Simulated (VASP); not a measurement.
Here is a VASP 6.6.1 calculation.

File INCAR:

```
PREC = Accurate
ENCUT = 520
EDIFF = 1E-6
ISMEAR = 0
SIGMA = 0.1
LREAL = F
LASPH = T
NELM = 60
ALGO = Normal
ISIF = 2
LWAVE = F
LCHARG = F
GGA = PE
IVDW = 12
NBANDS = 52
```

KPOINTS

```
regular mesh
0
Gamma
  6 6 6
```

POSCAR

```
Sb2Pt
1.0
    6.4729819102      0.0000000000      0.0000000000
    0.0000000000      6.4729819102      0.0000000000
    0.0000000000      0.0000000000      6.4729819102
Sb Pt
8 4
Direct
    0.3746967541      0.3746967541      0.3746967541
    0.1253032459      0.6253032459      0.8746967541
    0.8746967541      0.1253032459      0.6253032459
    0.6253032459      0.8746967541      0.1253032459
    0.6253032459      0.6253032459      0.6253032459
    0.8746967541      0.3746967541      0.1253032459
    0.1253032459      0.8746967541      0.3746967541
    0.3746967541      0.1253032459      0.8746967541
    0.0000000000      0.0000000000      0.0000000000
    0.5000000000      0.0000000000      0.5000000000
    0.5000000000      0.5000000000      0.0000000000
    0.0000000000      0.5000000000      0.5000000000
```

Potentials or basis: VASP PAW PBE potentials, release 64 (Sb, Pt).

Launch:

```console
$ cat potpaw_PBE.64/Sb/POTCAR potpaw_PBE.64/Pt/POTCAR > POTCAR
$ mpirun -np 1 vasp_std > vasp.out
```

(1) Estimate the largest force.

(2) Estimate the pressure.

(3) Estimate the band gap on the k mesh.

(4) Predict the dispersion energy per atom.

Results:

(1) 0.024 eV/Å.

(2) -0.3 GPa.

(3) zero (band 40 reaches 9.16 eV, above the bottom of band 41 at 9.08 eV).

(4) -0.594 eV.

Caveat: spin-orbit coupling is left out, which moves the levels of the heavy elements; pairwise dispersion overbinds metals, which lowers pressure and volume.
